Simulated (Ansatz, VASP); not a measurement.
Ta4C3 in VASP and in Ansatz

```
Ta C
1.0
     4.40260    0.00000    0.00000
     0.00000    4.40260    0.00000
     0.00000    0.00000    4.40260
Ta C
4 3
Direct
  0.00000 0.50000 0.50000
  0.50000 0.00000 0.50000
  0.50000 0.50000 0.00000
  0.00000 0.00000 0.00000
  0.50000 0.00000 0.94038
  0.00000 0.50000 0.94038
  0.00000 0.00000 0.44038
```

Change from the starting cell: all C atoms moved +0.263 Å, as atom 5 towards its neighbour atom 2 (Ta) at 2.201 Å.

Alike in both runs: task single point; functional PBEsol; k mesh 10 × 10 × 10; occupations gaussian, width 0.15 eV; no spin polarisation.

|  | VASP | Ansatz |
| --- | --- | --- |
| version | VASP 6.6.1 | Ansatz 0.2.0 |
| potentials or method | VASP PAW PBE potentials, release 64 (Ta_pv, C), cutoff 520 eV | scalar-relativistic, plane waves, PAW |
| valence electrons in the cell | 56 | 64 |

Ansatz gave:

| Property | Result |
| --- | --- |
| gap on the k mesh at the Fermi level (eV) | none |
| pressure (GPa) | 8.6 |
| traceless stress, the component that is largest in VASP (GPa) | 19.38 |
| rms of the force components (eV/Å) | 2.158 |

**Question.** What did VASP give for the same quantities?

**Answer.** gap on the k mesh at the Fermi level (eV): none; pressure (GPa): 9.4; traceless stress, the component that is largest in VASP (GPa): 19.70; rms of the force components (eV/Å): 2.185.

VASP's potentials were made for PBE, not for PBEsol. Atom by atom the forces differ by 0.028 eV/Å (rms over components). A gap of «none» marks a metal or a gap that the smearing closes. With one functional, cell and mesh, what is left measures potentials, basis and numerics. VASP's potentials hold 56 valence electrons a cell and Ansatz's 64, so a difference there can come from the potentials and not from the codes.

Neither program's run includes spin-orbit coupling.
